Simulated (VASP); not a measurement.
Here is a VASP 6.6.1 calculation.

Contents of INCAR:

```
SYSTEM = ZnO
ALGO = Normal ; EDIFF = 1E-6
ENCUT = 520 ; GGA = PE
ISIF = 2 ; ISMEAR = -1
LASPH = .TRUE. ; LCHARG = .TRUE.
LELF = .TRUE. ; LREAL = .FALSE.
LVHAR = .TRUE. ; LWAVE = .FALSE.
NBANDS = 26 ; NELM = 100
PREC = Accurate ; SIGMA = 0.05
```

KPOINTS

```
k-points
0
G
  9 9 5
  0 0 0
```

File POSCAR:

```
ZnO
1.0
    3.2708272232      0.0000000000      0.0000000000
   -1.6354136116      2.8326194666      0.0000000000
    0.0000000000      0.0000000000      5.2401848988
Zn O
2 2
Direct
    0.6666666667      0.3333333333      0.0000000000
    0.3333333333      0.6666666667      0.5000000000
    0.3333333333      0.6666666667      0.8790100000
    0.6666666667      0.3333333333      0.3790100000
```

Potentials or basis: VASP PAW PBE potentials, release 64 (Zn, O).

Run with:

```console
$ cat potpaw_PBE.64/Zn/POTCAR potpaw_PBE.64/O/POTCAR > POTCAR
$ mpirun -np 1 vasp_std > vasp.out
```

Task: Predict the band gap on the k mesh.

Result: 0.76 eV, direct.

Task: What does it give for the largest force?

Result: 0.067 eV/Å.

Stress tensor (GPa, compression positive):
```
2.49 0.00 0.00
0.00 2.49 0.00
0.00 0.00 4.16
```
